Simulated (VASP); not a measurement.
# ZnS (P4_2/mmc) in VASP: further runs

Runs on ZnS. Level: PBE. Tasks: single point, relaxation of cell and atoms.

Everything below comes from runs of VASP 6.6.1. Logs are shortened: lines on timing, memory, paths and dates and some standing lists are left out, and cuts for length are marked.

## 1. The cell of the first run

It takes space group P4_2/mmc (No. 131, tetragonal). Conventional cell: a = 3.677 Å, b = 3.677 Å, c = 6.033 Å, α = 90.00°, β = 90.00°, γ = 90.00°. Within 3.1 Å of Zn (site symmetry -4m2) lie 4 S at 2.38 Å and 2 Zn at 3.02 Å. S (site symmetry mmm) has 4 Zn at 2.38 Å within 3.1 Å.

## 2. Single point, PBE (atoms taken out)

INCAR reads:

```
SYSTEM = ZnS
PREC = Accurate
ENCUT = 520
EDIFF = 1E-7
ISMEAR = 0
SIGMA = 0.1
LREAL = .FALSE.
LASPH = .TRUE.
NELM = 80
ALGO = Normal
ISIF = 2
LWAVE = .FALSE.
LCHARG = .TRUE.
GGA = PE
LELF = .TRUE.
LVHAR = .TRUE.
NBANDS = 26
```

KPOINTS reads:

```
regular mesh
0
G
  4 4 4
  0 0 0
```

POSCAR reads:

```
ZnS
1.0
    3.6767642109      0.0000000000      0.0000000000
    0.0000000000      3.6767642109      0.0000000000
    0.0000000000      0.0000000000      6.0332629698
Zn S
2 2
Direct
    0.5000000000      0.5000000000      0.2500000000
    0.5000000000      0.5000000000      0.7500000000
    0.0000000000      0.5000000000      0.0000000000
    0.5000000000      0.0000000000      0.5000000000
```

Potentials or basis: VASP PAW PBE potentials, release 64 (Zn, S).

Run with:

```bash
$ cat potpaw_PBE.64/Zn/POTCAR potpaw_PBE.64/S/POTCAR > POTCAR
$ mpirun -np 1 vasp_std > vasp.out
```

OUTCAR:

```text
SYSTEM = ZnS
   PREC = Accurate
   ENCUT = 520
   EDIFF = 1E-7
   ISMEAR = 0
   LREAL = .FALSE.
   LASPH = .TRUE.
   NELM = 80
   ISIF = 2
   GGA = PE

 ion  position               nearest neighbor table
   1  0.500  0.500  0.250-   3 2.38   4 2.38   4 2.38   3 2.38   2 3.02   2 3.02
   2  0.500  0.500  0.750-   3 2.38   4 2.38   4 2.38   3 2.38   1 3.02   1 3.02
   3  0.000  0.500  0.000-   1 2.38   2 2.38   1 2.38   2 2.38
   4  0.500  0.000  0.500-   1 2.38   2 2.38   1 2.38   2 2.38

  LATTYP: Found a simple tetragonal cell.
 ALAT       =     3.6767642109
 C/A-ratio  =     1.6409164754

  Lattice vectors:

 A1 = (   3.6767642109,   0.0000000000,   0.0000000000)
 A2 = (   0.0000000000,   3.6767642109,   0.0000000000)
 A3 = (   0.0000000000,   0.0000000000,   6.0332629698)

Analysis of symmetry for initial positions (statically):
=====================================================================
 Subroutine PRICEL returns:
 Original cell was already a primitive cell.

 Routine SETGRP: Setting up the symmetry group for a
 simple tetragonal supercell.

 Subroutine GETGRP returns: Found 16 space group operations
 (whereof  8 operations were pure point group operations)
 out of a pool of 16 trial point group operations.

The static configuration has the point symmetry D_2h.
 The point group associated with its full space group is D_4h.

Analysis of symmetry for dynamics (positions and initial velocities):
=====================================================================
 Subroutine PRICEL returns:
 Original cell was already a primitive cell.

 Routine SETGRP: Setting up the symmetry group for a
 simple tetragonal supercell.

 Subroutine GETGRP returns: Found 16 space group operations
 (whereof  8 operations were pure point group operations)
 out of a pool of 16 trial point group operations.

The dynamic configuration has the point symmetry D_2h.
 The point group associated with its full space group is D_4h.

 Subroutine INISYM returns: Found 16 space group operations
 (whereof  8 operations are pure point group operations),
 and found     1 'primitive' translations

----------------------------------------------------------------------------------------

                                     Primitive cell

  volume of cell :      81.5612

  direct lattice vectors                    reciprocal lattice vectors
     3.676764211  0.000000000  0.000000000     0.271978278  0.000000000  0.000000000
[... 82 lines left out ...]
   NELM   =     80;   NELMIN=  2; NELMDL= -5     # of ELM steps
   EDIFF  = 0.1E-06   stopping-criterion for ELM
   LREAL  =      F    real-space projection
   EDIFFG = 0.1E-05   stopping-criterion for IOM
   NSW    =      0    number of steps for IOM
   IBRION =     -1    ionic relax: 0-MD 1-quasi-New 2-CG
   NFREE  =      0    steps in history (QN), initial steepest desc. (CG)
   ISIF   =      2    stress and relaxation
   ISYM   =      2    0-nonsym 1-usesym 2-fastsym
   POTIM  = 0.5000    time-step for ionic-motion
   TEBEG  =    0.0;   TEEND  =   0.0 temperature during run
   PSTRESS=    0.0 pullay stress
   NELECT =      36.0000    total number of electrons
   NUPDOWN=      -1.0000    fix difference up-down
   EMIN   =  10.00;   EMAX   =-10.00  energy-range for DOS
   EFERMI =   0.00;   METHOD = LEGACY
   ISMEAR =     0;   SIGMA  =   0.10  broadening in eV -4-tet -1-fermi 0-gaus
   EFERMI_NEDOS =   21; number of points for ismear=-14 and -15
   IALGO  =     38    algorithm
   IMIX   =      4    mixing-type and parameters
     AMIX     =   0.40;   BMIX     =  1.00
     AMIX_MAG =   1.60;   BMIX_MAG =  1.00
  volume/ion in A,a.u.               =      20.39       137.60
  Fermi-wavevector in a.u.,A,eV,Ry     =   1.246468  2.355483 21.139126  1.553682
  Thomas-Fermi vector in A             =   2.380644
   LORBIT       =      0    0 simple, 1 ext, 2 COOP (PROOUT), +10 PAW based schemes
   GGA     = PE    functional components
   LHFCALC =     F    Hartree Fock is set to
   AEXX    =    0.0000 exact exchange contribution
   IVDW    =     0    specifies the selected vdW correction
   LEPSILON=     F    determine dielectric tensor
   LRPA    =     F    only Hartree local field effects (RPA)
 non-spin polarized calculation
 Gauss-broadening in eV      SIGMA  =   0.10
  energy-cutoff  :      520.00
  volume of cell :       81.56
 maximum number of plane-waves:      2236
 NGX is ok and might be reduce to    28
   NGX = 13   NGY = 13   NGZ = 23

 number of electron      36.0000010 magnetization

 Free energy of the ion-electron system (eV)
  ---------------------------------------------------
  ext. energy  EPLUGINS =         0.00000000
  ---------------------------------------------------
  free energy    TOTEN  =       -12.09986526 eV

  energy without entropy =      -12.09582876  energy(sigma->0) =      -12.09784701

 E-fermi :   2.2997     XC(G=0):  -9.5160

 val. band max:        2.2544706795   @ k =   0.5000   0.5000   0.0000
 cond. band min:       2.7116230229   @ k =   0.5000   0.0000   0.5000
 fundamental gap:      0.4571523434
 Fermi energy:         2.2996897191

 k-point     1 :       0.0000    0.0000    0.0000
  band No.  band energies     occupation
      1     -11.1670      2.00000
      2     -10.1397      2.00000
      3      -5.0175      2.00000
      4      -5.0175      2.00000
      5      -4.8704      2.00000
      6      -4.8133      2.00000
[... 511 lines left out ...]
     25      10.4106      0.00000
     26      10.4106      0.00000

------------------------ aborting loop because EDIFF is reached ----------------------------------------

  FORCE on cell =-STRESS in cart. coord.  units (eV):
  Direction    XX          YY          ZZ          XY          YZ          ZX
  --------------------------------------------------------------------------------------
  -------------------------------------------------------------------------------------
  Total       -0.0015292     -0.0015292      0.1107582      0.0000000      0.0000000      0.0000000
  in kB       -0.0300386     -0.0300386      2.1757184      0.0000000      0.0000000      0.0000000
  external PRESSURE =       0.7052137 kB  Pullay stress =       0.0000000 kB

 VOLUME and BASIS-vectors are now :
 -----------------------------------------------------------------------------
  energy-cutoff  :      520.00
  volume of cell :       81.56
      direct lattice vectors                 reciprocal lattice vectors
     3.676764211  0.000000000  0.000000000     0.271978278  0.000000000  0.000000000
     0.000000000  3.676764211  0.000000000     0.000000000  0.271978278  0.000000000
     0.000000000  0.000000000  6.033262970     0.000000000  0.000000000  0.165747789

 POSITION                                       TOTAL-FORCE (eV/Angst)
 -----------------------------------------------------------------------------------
      1.83838      1.83838      1.50832         0.000000     -0.000000      0.000000
      1.83838      1.83838      4.52495        -0.000000      0.000000     -0.000000
      0.00000      1.83838      0.00000        -0.000000     -0.000000     -0.000000
      1.83838      0.00000      3.01663        -0.000000     -0.000000     -0.000000
 -----------------------------------------------------------------------------------
    total drift:                                0.000000      0.000000      0.000000

  FREE ENERGIE OF THE ION-ELECTRON SYSTEM (eV)
  ---------------------------------------------------
  free  energy   TOTEN  =       -12.0998652565 eV

  energy  without entropy=      -12.0958287558  energy(sigma->0) =      -12.09784701
```

OSZICAR:

```text
N       E                     dE             d eps       ncg     rms          rms(c)
DAV:   1     0.239995621899E+03    0.24000E+03   -0.17155E+04   936   0.166E+03
DAV:   2     0.107001233637E+02   -0.22930E+03   -0.21953E+03   976   0.344E+02
DAV:   3    -0.128295407692E+02   -0.23530E+02   -0.23233E+02  1134   0.110E+02
DAV:   4    -0.133882858526E+02   -0.55875E+00   -0.55761E+00  1110   0.169E+01
DAV:   5    -0.133971308410E+02   -0.88450E-02   -0.88426E-02  1126   0.209E+00    0.935E+00
DAV:   6    -0.121500765041E+02    0.12471E+01   -0.22161E+00  1386   0.404E+01    0.760E+00
DAV:   7    -0.121101528162E+02    0.39924E-01   -0.15251E+00  1024   0.709E+00    0.382E+00
DAV:   8    -0.121004959807E+02    0.96568E-02   -0.71640E-02  1220   0.315E+00    0.113E+00
DAV:   9    -0.120994634245E+02    0.10326E-02   -0.12538E-02  1400   0.212E+00    0.277E-01
DAV:  10    -0.120996325972E+02   -0.16917E-03   -0.16214E-03  1040   0.437E-01    0.138E-01
DAV:  11    -0.120998935509E+02   -0.26095E-03   -0.52150E-04  1036   0.132E-01    0.921E-02
DAV:  12    -0.120998653567E+02    0.28194E-04   -0.44648E-05  1116   0.624E-02    0.177E-02
DAV:  13    -0.120998654830E+02   -0.12638E-06   -0.19880E-05  1052   0.240E-02    0.964E-03
DAV:  14    -0.120998650351E+02    0.44792E-06   -0.17143E-06  1086   0.950E-03    0.139E-03
DAV:  15    -0.120998652541E+02   -0.21900E-06   -0.50317E-07   984   0.112E-02    0.161E-03
DAV:  16    -0.120998652565E+02   -0.24329E-08   -0.85221E-08   616   0.560E-03
   1 F= -.12099865E+02 E0= -.12097847E+02  d E =-.403650E-02
```

stdout:

```text
POSCAR found type information on POSCAR ZnS
 POSCAR found :  2 types and       4 ions
 scaLAPACK will be used
 LDA part: xc-table for (Slater+PW92), standard interpolation
 POSCAR, INCAR and KPOINTS ok, starting setup
 FFT: planning ... GRIDC
 FFT: planning ... GRID_SOFT
 FFT: planning ... GRID
 WAVECAR not read
 entering main loop
```

Run time: 75 s. Hardware: 1 thread of Intel Xeon 8259CL, shared host; peak memory 0.2 GiB.

What came out:

| Item | Value |
| --- | --- |
| Free energy | -12.0999 eV |
| Pressure | 0.1 GPa |
| Band gap on the k mesh | 0.06 eV (least direct gap 0.52 eV) |

Stress tensor (GPa, compression positive):
```
0.00 0.00 0.00
0.00 0.00 0.00
0.00 0.00 0.22
```

Caveat: the k points lie up to 0.43 Å⁻¹ apart; the cell differs from its parent crystal (atoms taken out); the smearing spreads over this small gap; semilocal functionals underestimate gaps, and a narrow one can read as zero.

## 3. Single point, PBE (atoms taken out)

INCAR reads:

```
PREC = Accurate
ENCUT = 520
EDIFF = 1E-7
ISMEAR = 0
SIGMA = 0.1
LREAL = False
LASPH = True
NELM = 80
ALGO = Normal
ISIF = 2
LWAVE = False
LCHARG = False
GGA = PE
NBANDS = 26
```

KPOINTS reads:

```
regular mesh
0
Gamma
  4 4 4
```

POSCAR reads:

```
ZnS
1.0
    3.9975672600      0.0000000000      0.0000000000
    0.0000000000      3.9975672600      0.0000000000
    0.0000000000      0.0000000000      5.6534138400
Zn S
2 2
Direct
    0.5000000000      0.5000000000      0.2500000000
    0.5000000000      0.5000000000      0.7500000000
    0.0000000000      0.5000000000      0.0000000000
    0.5000000000      0.0000000000      0.5000000000
```

Potentials or basis: VASP PAW PBE potentials, release 64 (Zn, S).

Run with:

```bash
$ cat potpaw_PBE.64/Zn/POTCAR potpaw_PBE.64/S/POTCAR > POTCAR
$ mpirun -np 1 vasp_std > vasp.out
```

It took 1.8 min on 1 thread of Intel Xeon 8259CL, shared host; peak memory 0.2 GiB.

Results (log left out):

```
Free energy            : -11.7563 eV
Pressure               : -4.2 GPa
Band gap on the k mesh : zero (filled and empty bands touch)
```

Stress tensor (GPa, compression positive):
```
-6.61  0.00  0.00
 0.00 -6.61  0.00
 0.00  0.00  0.56
```

Levels at points of the mesh, in eV from the Fermi level:
| k point | band 15 | band 16 | band 17 | band 18 | band 19 | band 20 | band 21 | band 22 |
| --- | --- | --- | --- | --- | --- | --- | --- | --- |
| (0.00, 0.00, 0.00) | -2.37 | -0.40 | -0.10 | -0.07 | -0.07 | 1.95 | 5.79 | 5.79 |
| (0.50, 0.00, 0.00) | -2.41 | -1.92 | -1.90 | -0.13 | 1.80 | 4.04 | 5.85 | 6.13 |
| (0.50, 0.50, 0.00) | -2.17 | -2.17 | -1.81 | -0.65 | 0.46 | 3.17 | 3.17 | 6.83 |
| (0.00, 0.00, 0.50) | -1.90 | -1.90 | -0.71 | -0.71 | 2.13 | 2.13 | 6.45 | 6.45 |
| (0.50, 0.00, 0.50) | -1.75 | -1.20 | -0.51 | -0.13 | 0.14 | 4.73 | 5.25 | 5.37 |
| (0.50, 0.50, 0.50) | -2.57 | -2.57 | -1.32 | -1.32 | 3.98 | 3.98 | 5.28 | 5.28 |

Caveat: the k points lie up to 0.39 Å⁻¹ apart; the cell differs from its parent crystal (atoms taken out); semilocal functionals underestimate gaps, and a narrow one can read as zero.

## 4. Single point, PBE (atoms taken out)

INCAR reads:

```
SYSTEM = ZnS
PREC = Accurate
ENCUT = 520
EDIFF = 1E-6
ISMEAR = 0
SIGMA = 0.1
LREAL = .FALSE.
LASPH = .TRUE.
NELM = 60
ALGO = Normal
ISIF = 2
LWAVE = .FALSE.
LCHARG = .FALSE.
GGA = PE
NBANDS = 26
```

KPOINTS reads:

```
regular mesh
0
G
  6 6 4
  0 0 0
```

POSCAR reads:

```
ZnS
1.0
    3.6767642109      0.0000000000      0.0000000000
    0.0000000000      3.6767642109      0.0000000000
    0.0000000000      0.0000000000      6.0332629698
Zn S
2 2
Direct
    0.5000000000      0.5000000000      0.2500000000
    0.5000000000      0.5000000000      0.7500000000
    0.0000000000      0.5000000000      0.0000000000
    0.5000000000      0.0000000000      0.5000000000
```

Run with:

```bash
$ cat potpaw_PBE.64/Zn/POTCAR potpaw_PBE.64/S/POTCAR > POTCAR
$ mpirun -np 1 vasp_std > vasp.out
```

It took 2.2 min on 1 thread of Intel Xeon 8259CL, shared host; peak memory 0.21 GiB.

It converged, with:

```
Free energy            : -12.1627 eV
Pressure               : 0.0 GPa
Band gap on the k mesh : 0.07 eV (least direct gap 0.53 eV)
```

Stress tensor (GPa, compression positive):
```
-0.16  0.00  0.00
 0.00 -0.16  0.00
 0.00  0.00  0.23
```

Levels at points of the mesh, in eV from the valence-band top:
```
           k point  band 16  band 17  band 18  band 19  band 20  band 21
(0.00, 0.00, 0.00)    -0.90    -0.03    -0.03     0.67     2.72     5.93
(0.50, 0.00, 0.00)    -2.61    -1.46    -0.01     2.97     3.67     5.94
(0.50, 0.50, 0.00)    -2.59    -2.18    -1.34     0.07     2.78     2.78
(0.00, 0.00, 0.50)    -1.60    -0.69    -0.69     2.82     2.82     6.36
(0.50, 0.00, 0.50)    -1.36    -1.03     0.00     0.52     4.21     4.92
(0.50, 0.50, 0.50)    -2.93    -1.82    -1.82     3.33     3.33     4.74
```

Caveat: the cell differs from its parent crystal (atoms taken out); the smearing spreads over this small gap; semilocal functionals underestimate gaps, and a narrow one can read as zero.

## 5. Relaxation of cell and atoms, PBE (atoms taken out)

INCAR reads:

```
  ALGO = Normal
  EDIFF = 1E-6
  EDIFFG = -0.04
  ENCUT = 600
  GGA = PE
  IBRION = 2
  ISIF = 3
  ISMEAR = 0
  LASPH = T
  LCHARG = F
  LREAL = F
  LWAVE = F
  NELM = 100
  NSW = 90
  PREC = Accurate
  SIGMA = 0.1
```

KPOINTS reads:

```
k-points
0
Gamma
  4 4 4
```

POSCAR reads:

```
ZnS
1.0
    3.9975672600      0.0000000000      0.0000000000
    0.0000000000      3.9975672600      0.0000000000
    0.0000000000      0.0000000000      5.6534138400
Zn S
2 2
Direct
    0.5000000000      0.5000000000      0.2500000000
    0.5000000000      0.5000000000      0.7500000000
    0.0000000000      0.5000000000      0.0000000000
    0.5000000000      0.0000000000      0.5000000000
```

Run with:

```bash
$ cat potpaw_PBE.64/Zn/POTCAR potpaw_PBE.64/S/POTCAR > POTCAR
$ mpirun -np 1 vasp_std > vasp.out
```

It took 7.2 min on 1 thread of Intel Xeon 8259CL, shared host; peak memory 0.24 GiB.

The run converged. Its results:

| Quantity | Value |
| --- | --- |
| Free energy | -12.1011 eV |
| Relaxed volume | 20.43 Å³/atom |
| Relaxed cell | a = 3.677 Å, b = 3.677 Å, c = 6.045 Å, α = 90.00°, β = 90.00°, γ = 90.00° |
| Space group after relaxing (to 0.1 Å) | P4_2/mmc (No. 131) |
| Energy gained by relaxing | 86.2 meV/atom |
| Ionic steps | 6 |
| Pressure after relaxing | 0.0 GPa |
| Band gap on the k mesh | 0.06 eV (least direct gap 0.51 eV) |

Step by step:
```
step  energy change (eV)  largest force (eV/Å)  pressure (GPa)  volume (Å³)
   1              0.0000                0.0000           -4.22        90.34
   2             -0.2341                0.0000           -0.10        82.72
   3             -0.2544                0.0000            1.97        80.22
   4             -0.3305                0.0000            0.69        81.17
   5             -0.3434                0.0000           -0.31        81.91
   6             -0.3449                0.0000           -0.04        81.73
```

Final structure:
```xyz
4
Lattice="3.6770 0.0000 0.0000 0.0000 3.6770 0.0000 0.0000 0.0000 6.0450" Properties=species:S:1:pos:R:3 pbc="T T T"
Zn    1.8385    1.8385    1.5113
Zn    1.8385    1.8385    4.5338
S     0.0000    1.8385    0.0000
S     1.8385    0.0000    3.0225
```

Levels at points of the mesh, in eV from the valence-band top:
```
           k point  band 16  band 17  band 18  band 19  band 20  band 21
(0.00, 0.00, 0.00)    -0.91    -0.02    -0.02     0.66     2.73     5.93
(0.50, 0.00, 0.00)    -2.61    -1.45     0.00     2.97     3.65     5.93
(0.50, 0.50, 0.00)    -2.59    -2.18    -1.34     0.06     2.78     2.78
(0.00, 0.00, 0.50)    -1.59    -0.69    -0.69     2.82     2.82     6.35
(0.50, 0.00, 0.50)    -1.34    -1.03     0.00     0.51     4.19     4.92
(0.50, 0.50, 0.50)    -2.92    -1.82    -1.82     3.31     3.31     4.73
```

Caveat: the cell differs from its parent crystal (atoms taken out); the smearing spreads over this small gap; semilocal functionals underestimate gaps, and a narrow one can read as zero. A k mesh can miss the band edges.

## 6. Overview

```csv
task,cell,k mesh,cutoff (eV),gap on the mesh (eV),pressure (GPa)
single point,"a = 3.677, b = 3.677, c = 6.033 Å, 4 atoms",4 × 4 × 4,520,0.06,0.1
single point,"a = 3.998, b = 3.998, c = 5.653 Å, 4 atoms",4 × 4 × 4,520,none,-4.2
single point,"a = 3.677, b = 3.677, c = 6.033 Å, 4 atoms",6 × 6 × 4,520,0.07,0.0
relaxation of cell and atoms,"relaxed from a = 3.998, b = 3.998, c = 5.653 Å, 4 atoms",4 × 4 × 4,600,0.06,0.0
```

Alike in all rows: level PBE; potentials or basis VASP PAW PBE potentials, release 64 (Zn, S); no spin polarisation; smearing gaussian 0.1 eV.

Caveats: some runs use coarse meshes; semilocal functionals underestimate gaps, and a narrow one can read as zero; the smearing spreads over this small gap (at least some runs).

Absolute energies hang on the potentials; compare differences alone.

The gap in the log of VASP goes by the Fermi energy; the results here count the filled bands.